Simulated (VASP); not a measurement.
# La2O3 (P-3m1) in VASP: settings compared

The runs below take La2O3 through single point, relaxation of cell and atoms, with PBEsol+D3(BJ), PBEsol, PBE.

Everything below comes from runs of VASP 6.6.1. Logs are shortened: lines on timing, memory, paths and dates and some standing lists are left out, and cuts for length are marked.

## Step 1: The cell of the first run

The structure is trigonal, space group P-3m1 (No. 164). The conventional cell has a = 3.931 Å, b = 3.931 Å, c = 6.112 Å, α = 90.00°, β = 90.00°, γ = 120.00°. La (site symmetry 3m) has 7 O at 2.36 to 2.72 Å within 3.1 Å. O (site symmetry -3m) has 6 La at 2.72 Å and 6 O at 3.14 Å within 3.6 Å. O (site symmetry 3m) has 4 La at 2.36 to 2.44 Å and 3 O at 2.89 Å within 3.1 Å.

## Step 2: Single point, PBEsol+D3(BJ)

Input file INCAR:

```
  ALGO = Normal
  EDIFF = 1E-6
  ENCUT = 520
  GGA = PS
  ISIF = 2
  ISMEAR = -1
  IVDW = 12
  LASPH = T
  LCHARG = F
  LREAL = F
  LWAVE = F
  NBANDS = 28
  NELM = 100
  PREC = Accurate
  SIGMA = 0.05
```

Input file KPOINTS:

```
k-points
0
Gamma
  8 8 5
```

Input file POSCAR:

```
La2O3
1.0
    3.9307778780      0.0000000000      0.0000000000
   -1.9653889390      3.4041534990      0.0000000000
    0.0000000000      0.0000000000      6.1119535200
La O
2 3
Direct
    0.3333333333      0.6666666667      0.2462356800
    0.6666666667      0.3333333333      0.7537643200
    0.0000000000      0.0000000000      0.0000000000
    0.3333333333      0.6666666667      0.6458906500
    0.6666666667      0.3333333333      0.3541093500
```

Potentials or basis: VASP PAW PBE potentials, release 64 (La, O).

Started as:

```sh
> cat potpaw_PBE.64/La/POTCAR potpaw_PBE.64/O/POTCAR > POTCAR
> mpirun -np 1 vasp_std > vasp.out
```

OUTCAR:

```text
EDIFF = 1E-6
   ENCUT = 520
   GGA = PS
   ISIF = 2
   ISMEAR = -1
   IVDW = 12
   LASPH = T
   LREAL = F
   NELM = 100
   PREC = Accurate
 IVDW          = 12

 ion  position               nearest neighbor table
   1  0.333  0.667  0.246-   5 2.36   5 2.36   5 2.36   4 2.44   3 2.72   3 2.72   3 2.72
   2  0.667  0.333  0.754-   4 2.36   4 2.36   4 2.36   5 2.44   3 2.72   3 2.72   3 2.72
   3  0.000  0.000  0.000-   1 2.72   2 2.72   2 2.72   1 2.72   2 2.72   1 2.72
   4  0.333  0.667  0.646-   2 2.36   2 2.36   2 2.36   1 2.44
   5  0.667  0.333  0.354-   1 2.36   1 2.36   1 2.36   2 2.44

  LATTYP: Found a hexagonal cell.
 ALAT       =     3.9307778780
 C/A-ratio  =     1.5548966921

  Lattice vectors:

 A1 = (   3.9307778780,   0.0000000000,   0.0000000000)
 A2 = (  -1.9653889390,   3.4041534990,   0.0000000000)
 A3 = (   0.0000000000,   0.0000000000,   6.1119535200)

Analysis of symmetry for initial positions (statically):
=====================================================================
 Subroutine PRICEL returns:
 Original cell was already a primitive cell.

 Routine SETGRP: Setting up the symmetry group for a
 hexagonal supercell.

 Subroutine GETGRP returns: Found 12 space group operations
 (whereof 12 operations were pure point group operations)
 out of a pool of 24 trial point group operations.

The static configuration has the point symmetry D_3d.

Analysis of symmetry for dynamics (positions and initial velocities):
=====================================================================
 Subroutine PRICEL returns:
 Original cell was already a primitive cell.

 Routine SETGRP: Setting up the symmetry group for a
 hexagonal supercell.

 Subroutine GETGRP returns: Found 12 space group operations
 (whereof 12 operations were pure point group operations)
 out of a pool of 24 trial point group operations.

The dynamic configuration has the point symmetry D_3d.

 Subroutine INISYM returns: Found 12 space group operations
 (whereof 12 operations are pure point group operations),
 and found     1 'primitive' translations

----------------------------------------------------------------------------------------

                                     Primitive cell

  volume of cell :      81.7839

  direct lattice vectors                    reciprocal lattice vectors
     3.930777878  0.000000000  0.000000000     0.254402571  0.146879393  0.000000000
    -1.965388939  3.404153499  0.000000000     0.000000000  0.293758786  0.000000000
     0.000000000  0.000000000  6.111953520     0.000000000  0.000000000  0.163613810

  length of vectors
     3.930777878  3.930777878  6.111953520     0.293758786  0.293758786  0.163613810

  position of ions in fractional coordinates (direct lattice)
     0.333333333  0.666666667  0.246235680
     0.666666667  0.333333333  0.753764320
     0.000000000  0.000000000  0.000000000
     0.333333333  0.666666667  0.645890650
     0.666666667  0.333333333  0.354109350

  ion indices of the primitive-cell ions
   primitive index   ion index
                 1           1
                 2           2
                 3           3
                 4           4
                 5           5

----------------------------------------------------------------------------------------

 KPOINTS: k-points

Automatic generation of k-mesh.
 Grid dimensions read from file:
 generate k-points for:    8    8    5

 Generating k-lattice:

  Cartesian coordinates                     Fractional coordinates (reciprocal lattice)
     0.031800321  0.018359924  0.000000000     0.125000000  0.000000000  0.000000000
     0.000000000  0.036719848  0.000000000     0.000000000  0.125000000  0.000000000
     0.000000000  0.000000000  0.032722762     0.000000000  0.000000000  0.200000000

  Length of vectors
     0.036719848  0.036719848  0.032722762

  Shift w.r.t. Gamma in fractional coordinates (k-lattice)
     0.000000000  0.000000000  0.000000000

 Subroutine IBZKPT returns following result:
 ===========================================

 Found     40 irreducible k-points:

 Following reciprocal coordinates:
            Coordinates               Weight
  0.000000  0.000000  0.000000      1.000000
  0.125000  0.000000  0.000000      6.000000
  0.250000  0.000000  0.000000      6.000000
  0.375000  0.000000  0.000000      6.000000
  0.500000  0.000000  0.000000      3.000000
  0.125000  0.125000  0.000000      6.000000
[... 16 lines left out ...]
 -0.125000  0.500000  0.200000     12.000000
  0.250000  0.250000  0.200000     12.000000
 [... further k-points ...]
   k-points           NKPTS =     40   k-points in BZ     NKDIM =     40   number of bands    NBANDS=     28
   number of dos      NEDOS =    301   number of ions     NIONS =      5
   total plane-waves  NPLWV =  43200
   dimension x,y,z NGX =    30 NGY =   30 NGZ =   48
   dimension x,y,z NGXF=    60 NGYF=   60 NGZF=   96
   ions per type =               2   3
   NGX,Y,Z   is equivalent  to a cutoff of  12.69, 12.69, 13.06 a.u.
   NGXF,Y,Z  is equivalent  to a cutoff of  25.38, 25.38, 26.11 a.u.
 SYSTEM =  unknown system
   PREC   = accura    normal or accurate (medium, high low for compatibility)
   ISTART =      0    job   : 0-new  1-cont  2-samecut
   ICHARG =      2    charge: 1-file 2-atom 10-const
   ISPIN  =      1    spin polarized calculation?
   LNONCOLLINEAR =      F non collinear calculations
   LSORBIT =      F    spin-orbit coupling
   LASPH  =      T    aspherical Exc in radial PAW
   ENCUT  =  520.0 eV  38.22 Ry    6.18 a.u.   7.31  7.31 11.36*2*pi/ulx,y,z
   NELM   =    100;   NELMIN=  2; NELMDL= -5     # of ELM steps
   EDIFF  = 0.1E-05   stopping-criterion for ELM
   LREAL  =      F    real-space projection
   EDIFFG = 0.1E-04   stopping-criterion for IOM
   NSW    =      0    number of steps for IOM
   IBRION =     -1    ionic relax: 0-MD 1-quasi-New 2-CG
   NFREE  =      0    steps in history (QN), initial steepest desc. (CG)
   ISIF   =      2    stress and relaxation
   ISYM   =      2    0-nonsym 1-usesym 2-fastsym
   POTIM  = 0.5000    time-step for ionic-motion
   TEBEG  =    0.0;   TEEND  =   0.0 temperature during run
   PSTRESS=    0.0 pullay stress
   NELECT =      40.0000    total number of electrons
   NUPDOWN=      -1.0000    fix difference up-down
   EMIN   =  10.00;   EMAX   =-10.00  energy-range for DOS
   EFERMI =   0.00;   METHOD = LEGACY
   ISMEAR =    -1;   SIGMA  =   0.05  broadening in eV -4-tet -1-fermi 0-gaus
   EFERMI_NEDOS =   21; number of points for ismear=-14 and -15
   IALGO  =     38    algorithm
   IMIX   =      4    mixing-type and parameters
     AMIX     =   0.40;   BMIX     =  1.00
     AMIX_MAG =   1.60;   BMIX_MAG =  1.00
  volume/ion in A,a.u.               =      16.36       110.38
  Fermi-wavevector in a.u.,A,eV,Ry     =   1.289849  2.437462 22.636161  1.663711
  Thomas-Fermi vector in A             =   2.421717
   LORBIT       =      0    0 simple, 1 ext, 2 COOP (PROOUT), +10 PAW based schemes
   GGA     = PS    functional components
   LHFCALC =     F    Hartree Fock is set to
   AEXX    =    0.0000 exact exchange contribution
   IVDW    =    12    specifies the selected vdW correction
   LEPSILON=     F    determine dielectric tensor
   LRPA    =     F    only Hartree local field effects (RPA)
 non-spin polarized calculation
  energy-cutoff  :      520.00
  volume of cell :       81.78
 maximum number of plane-waves:      2249
 NGX is ok and might be reduce to    30
   NGX = 15   NGY = 15   NGZ = 23

 number of electron      39.9999992 magnetization

 Free energy of the ion-electron system (eV)
  ---------------------------------------------------
  ext. energy  EPLUGINS =         0.00000000
  ---------------------------------------------------
  free energy    TOTEN  =       -43.69100766 eV

  energy without entropy =      -43.69100766  energy(sigma->0) =      -43.69100766

 E-fermi :   6.9161     XC(G=0): -10.7226

 val. band max:        5.7886868709   @ k =   0.2500   0.2500   0.4000
 cond. band min:       9.6174906311   @ k =   0.5000   0.0000   0.0000
 fundamental gap:      3.8288037602
 Fermi energy:         6.9160761549

 k-point     1 :       0.0000    0.0000    0.0000
  band No.  band energies     occupation
      1     -23.9375      2.00000
      2     -23.6885      2.00000
      3     -11.0576      2.00000
      4      -9.7687      2.00000
      5      -9.3374      2.00000
      6      -7.4092      2.00000
[... 20 lines left out ...]
     27      11.2721      0.00000
     28      11.4583      0.00000

 k-point     2 :       0.1250    0.0000    0.0000
  band No.  band energies     occupation
      1     -23.9103      2.00000
      2     -23.6774      2.00000
      3     -11.0543      2.00000
      4     -10.0629      2.00000
      5      -9.5517      2.00000
      6      -7.4732      2.00000
[... 20 lines left out ...]
     27      11.3743      0.00000
     28      11.5079      0.00000

 k-point     3 :       0.2500    0.0000    0.0000
  band No.  band energies     occupation
      1     -23.8404      2.00000
      2     -23.6534      2.00000
      3     -11.1316      2.00000
      4     -10.6396      2.00000
      5      -9.7538      2.00000
      6      -7.6117      2.00000
[... 20 lines left out ...]
     27      11.3825      0.00000
     28      11.4376      0.00000

 k-point     4 :       0.3750    0.0000    0.0000
  band No.  band energies     occupation
      1     -23.7602      2.00000
      2     -23.6379      2.00000
      3     -11.3060      2.00000
      4     -11.1278      2.00000
      5      -9.6273      2.00000
      6      -7.7838      2.00000
[... 578 lines left out ...]
     27      11.3015      0.00000
     28      11.3171      0.00000

 k-point    23 :      -0.1250    0.5000    0.2000
  band No.  band energies     occupation
      1     -23.7126      2.00000
      2     -23.6452      2.00000
      3     -11.4178      2.00000
      4     -11.2914      2.00000
      5      -9.5603      2.00000
      6      -7.9063      2.00000
[... 20 lines left out ...]
     27      11.3133      0.00000
     28      11.3417      0.00000

 k-point    24 :       0.2500    0.2500    0.2000
  band No.  band energies     occupation
      1     -23.7129      2.00000
      2     -23.6450      2.00000
      3     -11.3865      2.00000
      4     -11.2304      2.00000
      5      -9.7814      2.00000
      6      -7.8594      2.00000
[... 20 lines left out ...]
     27      11.2872      0.00000
     28      11.3604      0.00000

 [... further k-points ...]

------------------------ aborting loop because EDIFF is reached ----------------------------------------

 Edisp (eV)   -1.37954

 E8    (eV) :    -0.9961

  FORCE on cell =-STRESS in cart. coord.  units (eV):
  Direction    XX          YY          ZZ          XY          YZ          ZX
  --------------------------------------------------------------------------------------
  -------------------------------------------------------------------------------------
  Total      -3.12307    -3.12307    -2.93071     0.00000     0.00000     0.00000
  in kB     -61.18221   -61.18221   -57.41364     0.00000     0.00000     0.00000
  external pressure =      -59.93 kB  Pullay stress =        0.00 kB

 VOLUME and BASIS-vectors are now :
 -----------------------------------------------------------------------------
  energy-cutoff  :      520.00
  volume of cell :       81.78
      direct lattice vectors                 reciprocal lattice vectors
     3.930777878  0.000000000  0.000000000     0.254402571  0.146879393  0.000000000
    -1.965388939  3.404153499  0.000000000     0.000000000  0.293758786  0.000000000
     0.000000000  0.000000000  6.111953520     0.000000000  0.000000000  0.163613810

 POSITION                                       TOTAL-FORCE (eV/Angst)
 -----------------------------------------------------------------------------------
     -0.00000      2.26944      1.50498         0.000000      0.000000      0.098637
      1.96539      1.13472      4.60697         0.000000      0.000000     -0.098637
      0.00000      0.00000      0.00000         0.000000      0.000000      0.000000
     -0.00000      2.26944      3.94765         0.000000      0.000000     -0.003758
      1.96539      1.13472      2.16430        -0.000000      0.000000      0.003758
 -----------------------------------------------------------------------------------
    total drift:                               -0.000000      0.000000      0.000000

  FREE ENERGIE OF THE ION-ELECTRON SYSTEM (eV)
  ---------------------------------------------------
  free  energy   TOTEN  =       -45.0705453185 eV

  energy  without entropy=      -45.0705453184  energy(sigma->0) =      -45.07054532
```

It took 1.7 min on 1 thread of Intel Xeon 6975P-C (Granite Rapids), shared host; peak memory 0.26 GiB.

What came out:

```yaml
Free_energy: -45.0705 eV
Pressure: -6.0 GPa
Largest_force: 0.099 eV/Å
Band_gap_on_the_k_mesh: 3.83 eV, indirect (least direct gap 3.98 eV)
Dispersion_energy_per_atom: -0.276 eV
```

Forces in eV/Å, atoms in the order of the input:
```
La   0.000  0.000  0.099
La   0.000  0.000 -0.099
O    0.000  0.000  0.000
O    0.000  0.000 -0.004
O    0.000  0.000  0.004
```

Caveat: three body term missing; the PAW data sets were made with another functional, which shifts forces and pressure a little; spin-orbit coupling is left out, which moves the levels of the heavy elements. A k mesh can miss the band edges.

## Step 3: Relaxation of cell and atoms, PBEsol

Input file INCAR:

```
PREC = Accurate
ENCUT = 600
EDIFF = 1E-6
ISMEAR = -1
SIGMA = 0.05
LREAL = False
LASPH = True
NELM = 60
ALGO = Normal
ISIF = 3
LWAVE = False
LCHARG = False
GGA = PS
IBRION = 2
NSW = 60
EDIFFG = -0.01
```

Input file KPOINTS:

```
Automatic mesh
0
Gamma
  8 8 5
```

POSCAR is that of step 2.

Potentials or basis: VASP PAW PBE potentials, release 64 (La, O).

Started as:

```sh
> cat potpaw_PBE.64/La/POTCAR potpaw_PBE.64/O/POTCAR > POTCAR
> mpirun -np 1 vasp_std > vasp.out
```

OUTCAR:

```text
PREC = Accurate
   ENCUT = 600
   EDIFF = 1E-6
   ISMEAR = -1
   LREAL = False
   LASPH = True
   NELM = 60
   ISIF = 3
   GGA = PS
   IBRION = 2
   NSW = 60
   EDIFFG = -0.01

 ion  position               nearest neighbor table
   1  0.333  0.667  0.246-   5 2.36   5 2.36   5 2.36   4 2.44   3 2.72   3 2.72   3 2.72
   2  0.667  0.333  0.754-   4 2.36   4 2.36   4 2.36   5 2.44   3 2.72   3 2.72   3 2.72
   3  0.000  0.000  0.000-   1 2.72   2 2.72   2 2.72   1 2.72   2 2.72   1 2.72
   4  0.333  0.667  0.646-   2 2.36   2 2.36   2 2.36   1 2.44
   5  0.667  0.333  0.354-   1 2.36   1 2.36   1 2.36   2 2.44

  LATTYP: Found a hexagonal cell.
 ALAT       =     3.9307778780
 C/A-ratio  =     1.5548966921

  Lattice vectors:

 A1 = (   3.9307778780,   0.0000000000,   0.0000000000)
 A2 = (  -1.9653889390,   3.4041534990,   0.0000000000)
 A3 = (   0.0000000000,   0.0000000000,   6.1119535200)

Analysis of symmetry for initial positions (statically):
=====================================================================
 Subroutine PRICEL returns:
 Original cell was already a primitive cell.

 Routine SETGRP: Setting up the symmetry group for a
 hexagonal supercell.

 Subroutine GETGRP returns: Found 12 space group operations
 (whereof 12 operations were pure point group operations)
 out of a pool of 24 trial point group operations.

The static configuration has the point symmetry D_3d.
[... 282 lines left out ...]

[... ionic steps 4 to 7 ...]

--------------------------------------- Ionic step        8  -------------------------------------------

 number of electron      40.0000002 magnetization

------------------------ aborting loop because EDIFF is reached ----------------------------------------
[... 73 lines left out ...]
--------------------------------------- Ionic step       10  -------------------------------------------

 number of electron      40.0000001 magnetization

 Free energy of the ion-electron system (eV)
  ---------------------------------------------------
  ext. energy  EPLUGINS =         0.00000000
  ---------------------------------------------------
  free energy    TOTEN  =       -43.71901661 eV

  energy without entropy =      -43.71901661  energy(sigma->0) =      -43.71901661

 E-fermi :   7.2376     XC(G=0): -10.8558

 val. band max:        6.0669374809   @ k =   0.2500   0.2500   0.4000
 cond. band min:       9.9118752600   @ k =   0.5000   0.0000   0.0000
 fundamental gap:      3.8449377791
 Fermi energy:         7.2376013549

 k-point     1 :       0.0000    0.0000    0.0000
  band No.  band energies     occupation
      1     -23.5996      2.00000
      2     -23.3126      2.00000
      3     -10.9019      2.00000
      4      -9.5673      2.00000
      5      -9.1268      2.00000
      6      -7.0670      2.00000
[... 637 lines left out ...]
     23      11.1097      0.00000
     24      11.4187      0.00000

 [... further k-points ...]

------------------------ aborting loop because EDIFF is reached ----------------------------------------

  FORCE on cell =-STRESS in cart. coord.  units (eV):
  Direction    XX          YY          ZZ          XY          YZ          ZX
  --------------------------------------------------------------------------------------
  -------------------------------------------------------------------------------------
  Total       -0.0210962     -0.0210962     -0.0101520      0.0000000      0.0000000      0.0000000
  in kB       -0.4244194     -0.4244194     -0.2042411      0.0000000      0.0000000      0.0000000
  external PRESSURE =      -0.3510267 kB  Pullay stress =       0.0000000 kB
[... 20 lines left out ...]
  FREE ENERGIE OF THE ION-ELECTRON SYSTEM (eV)
  ---------------------------------------------------
  free  energy   TOTEN  =       -43.7190166090 eV

  energy  without entropy=      -43.7190166090  energy(sigma->0) =      -43.71901661

 reached required accuracy - stopping structural energy minimisation
```

Run time: 6.2 min. Hardware: 1 thread of Intel Xeon 6975P-C (Granite Rapids), shared host; peak memory 0.29 GiB.

Results:

```yaml
Free_energy: -43.7190 eV
Relaxed_volume: 15.93 Å³/atom
Relaxed_cell: a = 3.904 Å, b = 3.904 Å, c = 6.033 Å, α = 90.00°, β = 90.00°, γ = 120.00°
Space_group_after_relaxing_to_0.05_Å: P-3m1 (No. 164)
Energy_gained_by_relaxing: 4.4 meV/atom
Ionic_steps: 10
Pressure_after_relaxing: 0.0 GPa
Largest_force_after_relaxing: 0.005 eV/Å
Band_gap_on_the_k_mesh: 3.85 eV, indirect (least direct gap 3.97 eV)
```

Forces on the atoms (eV/Å):
```
La   0.000  0.000 -0.002
La   0.000  0.000  0.002
O    0.000  0.000  0.000
O    0.000  0.000  0.005
O    0.000  0.000 -0.005
```

The path:
| step | energy change (eV) | largest force (eV/Å) | pressure (GPa) | volume (Å³) |
| --- | --- | --- | --- | --- |
| 1 | 0.0000 | 0.1040 | -3.30 | 81.78 |
| 2 | 0.0051 | 0.3967 | 3.89 | 77.86 |
| 3 | -0.0203 | 0.1248 | -0.08 | 79.90 |
| 4 | -0.0214 | 0.0209 | -0.03 | 79.75 |
| 5 | -0.0215 | 0.0160 | -0.02 | 79.69 |
| 6 | -0.0217 | 0.0167 | 0.02 | 79.65 |
| 7 | -0.0218 | 0.0175 | 0.06 | 79.61 |
| 8 | -0.0218 | 0.0134 | -0.10 | 79.68 |
| 9 | -0.0218 | 0.0141 | -0.07 | 79.66 |
| 10 | -0.0218 | 0.0050 | -0.04 | 79.64 |

Final structure:
```
La O
1.0
     3.90415    0.00000    0.00000
    -1.95207    3.38109    0.00000
     0.00000    0.00000    6.03303
La O
2 3
Direct
  0.33333 0.66667 0.24532
  0.66667 0.33333 0.75468
  0.00000 0.00000 0.00000
  0.33333 0.66667 0.64600
  0.66667 0.33333 0.35400
```

Caveat: the PAW data sets were made with another functional, which shifts forces and pressure a little; spin-orbit coupling is left out, which moves the levels of the heavy elements.

(Continued in part 2 of 2.)
